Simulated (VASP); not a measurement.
Wanted: the native input for a VASP 6.6.1 run.

```
Task                   : single point
Functional             : r2SCAN
Potentials or basis    : VASP PAW PBE potentials, release 64 (Mg, O)
Cutoff                 : 520 eV
k mesh                 : 11 × 11 × 11
Occupations            : fermi-dirac, width 0.05 eV
Spin                   : no spin polarisation
Dipole correction      : no
Further INCAR settings : ALGO = Normal; EDIFF = 1e-07; NBANDS = 11
```

The system is MgO.

```
Mg O
1.0
     0.00000    2.05419    2.05419
     2.05419    0.00000    2.05419
     2.05419    2.05419    0.00000
Mg O
1 1
Direct
  0.00000 0.00000 0.00000
  0.50000 0.50000 0.50000
```

These files were run (other wordings do the same):

POSCAR

```
MgO
1.0
    0.0000000000      2.0541934342      2.0541934342
    2.0541934342      0.0000000000      2.0541934342
    2.0541934342      2.0541934342      0.0000000000
Mg O
1 1
Direct
    0.0000000000      0.0000000000      0.0000000000
    0.5000000000      0.5000000000      0.5000000000
```

INCAR.step1

```
PREC = Accurate
ENCUT = 520
ISMEAR = -1
SIGMA = 0.05
LREAL = False
LASPH = True
NELM = 60
NBANDS = 11
GGA = PE
ALGO = Normal
EDIFF = 1E-4
LWAVE = True
LCHARG = False
```

INCAR.step2

```
PREC = Accurate
ENCUT = 520
EDIFF = 1E-7
ISMEAR = -1
SIGMA = 0.05
LREAL = False
LASPH = True
NELM = 60
ALGO = Normal
ISIF = 2
LWAVE = False
LCHARG = True
METAGGA = R2SCAN
LMIXTAU = True
LELF = True
LVHAR = True
NBANDS = 11
ISTART = 1
```

KPOINTS

```
regular mesh
0
Gamma
  11 11 11
```

Potentials or basis: VASP PAW PBE potentials, release 64 (Mg, O).

Launch:

```sh
$ cat potpaw_PBE.64/Mg/POTCAR potpaw_PBE.64/O/POTCAR > POTCAR
$ cp INCAR.step1 INCAR
$ mpirun -np 1 vasp_std > vasp.out
$ cp INCAR.step2 INCAR
$ mpirun -np 1 vasp_std > vasp.out
```

Results of the run:

| Item | Value |
| --- | --- |
| Pressure | 12.2 GPa |
| Band gap on the k mesh | 6.40 eV, direct |

Caveat: the PAW data sets were made with another functional, which shifts forces and pressure a little.

Wall time 18 s on 1 thread of Intel(R) Xeon(R) 6975P-C (Granite Rapids), with other jobs on the host, peak memory 0.14 GiB.
